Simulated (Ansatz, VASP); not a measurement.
**Two plane-wave programs on SiMo3**

Contents of INCAR:

```
PREC = Accurate ; ENCUT = 520
EDIFF = 1E-6 ; ISMEAR = 0
SIGMA = 0.15 ; LREAL = False
LASPH = True ; NELM = 80
ALGO = Fast ; ISIF = 2
LWAVE = False ; LCHARG = False
GGA = PS ; NBANDS = 56
```

Contents of KPOINTS:

```
regular mesh
0
Gamma
  8 8 8
```

POSCAR

```
SiMo3
1.0
    4.4726583543      0.0000000000      0.0000000000
    0.0000000000      4.4726583543      0.0000000000
    0.0000000000      0.0000000000      5.2505119811
Si Mo
2 6
Direct
    0.0000000000      0.0000000000      0.0000000000
    0.5000000000      0.5000000000      0.5000000000
    0.2500000000      0.0000000000      0.5000000000
    0.5000000000      0.7500000000      0.0000000000
    0.7500000000      0.0000000000      0.5000000000
    0.5000000000      0.2500000000      0.0000000000
    0.0000000000      0.5000000000      0.7500000000
    0.0000000000      0.5000000000      0.2500000000
```

Input for Ansatz:

```yaml
crystal:
  lattice:
    - [4.4726583543, 0.0, 0.0]
    - [0.0, 4.4726583543, 0.0]
    - [0.0, 0.0, 5.2505119811]
  atoms:
    - { symbol: Si, position: [0.0, 0.0, 0.0] }
    - { symbol: Si, position: [0.5, 0.5, 0.5] }
    - { symbol: Mo, position: [0.25, 0.0, 0.5] }
    - { symbol: Mo, position: [0.5, 0.75, 0.0] }
    - { symbol: Mo, position: [0.75, 0.0, 0.5] }
    - { symbol: Mo, position: [0.5, 0.25, 0.0] }
    - { symbol: Mo, position: [0.0, 0.5, 0.75] }
    - { symbol: Mo, position: [0.0, 0.5, 0.25] }
basis:
  ecutwfc: 420
kpoints:
  mp_grid: { grid: [8, 8, 8] }
hamiltonian:
  xc: pbesol
scf:
  occupations: { method: gaussian, width: 0.15 }
output:
  forces: true
  stress: true
  eigenvalues: true
```

Change from the starting cell: strain -0.080 along x and y, +0.080 along z, atoms carried along.

Alike in both runs: task single point; functional PBEsol; k mesh 8 × 8 × 8; occupations gaussian, width 0.15 eV; no spin polarisation.

|  | VASP | Ansatz |
| --- | --- | --- |
| version | VASP 6.6.1 | Ansatz 0.2.0 |
| potentials or method | VASP PAW PBE potentials, release 64 (Si, Mo_sv), cutoff 520 eV | scalar-relativistic, plane waves, PAW |
| valence electrons in the cell | 92 | 92 |

VASP gave:

- gap on the k mesh at the Fermi level (eV): none
- pressure (GPa): 38.5
- traceless stress, the component that is largest in VASP (GPa): -43.14
- rms of the force components (eV/Å): 0.030

**Question.** Estimate Ansatz's values.

**Answer.** gap on the k mesh at the Fermi level (eV): none; pressure (GPa): 37.3; traceless stress, the component that is largest in VASP (GPa): -42.53; rms of the force components (eV/Å): 0.033.

VASP's potentials were made for PBE, not for PBEsol. Atom by atom the forces differ by 0.003 eV/Å (rms over components). A gap of «none» marks a metal or a gap that the smearing closes. Both programs put the cell under a high pressure, so it lies far from rest at this level. With one functional, cell and mesh, what is left measures potentials, basis and numerics.
